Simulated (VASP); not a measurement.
Here is a VASP 6.6.1 calculation.

INCAR

```
  PREC = Accurate
  ENCUT = 520
  EDIFF = 1E-6
  ISMEAR = 0
  SIGMA = 0.1
  LREAL = F
  LASPH = T
  NELM = 80
  ALGO = Normal
  ISIF = 2
  LWAVE = F
  LCHARG = T
  GGA = PE
  LELF = T
  LVHAR = T
  NBANDS = 29
```

File KPOINTS:

```
regular mesh
0
Gamma
  6 6 6
```

File POSCAR:

```
Te5Pd
1.0
    5.8397489350      0.0000000000      0.0000000000
   -2.9198744675      5.0573709294      0.0000000000
    0.0000000000      0.0000000000      6.3973356460
Te Pd
5 1
Direct
    0.3333333333      0.6666666667      0.0000000000
    0.6666666667      0.3333333333      0.0000000000
    0.5000000000      0.0000000000      0.5000000000
    0.5000000000      0.5000000000      0.5000000000
    0.0000000000      0.5000000000      0.5000000000
    0.0000000000      0.0000000000      0.0000000000
```

Potentials or basis: VASP PAW PBE potentials, release 64 (Te, Pd).

The run is started by

```bash
$ cat potpaw_PBE.64/Te/POTCAR potpaw_PBE.64/Pd/POTCAR > POTCAR
$ mpirun -np 1 vasp_std > vasp.out
```

Estimate the pressure.

0.0 GPa.

What does it give for the band gap on the k mesh?

Zero (bands 20 and 21 overlap by 1.00 eV).

Caveat: spin-orbit coupling is left out, which moves the levels of the heavy elements; this functional lacks dispersion, which binds the layers, so the pressure and a relaxed spacing across them are unreliable.
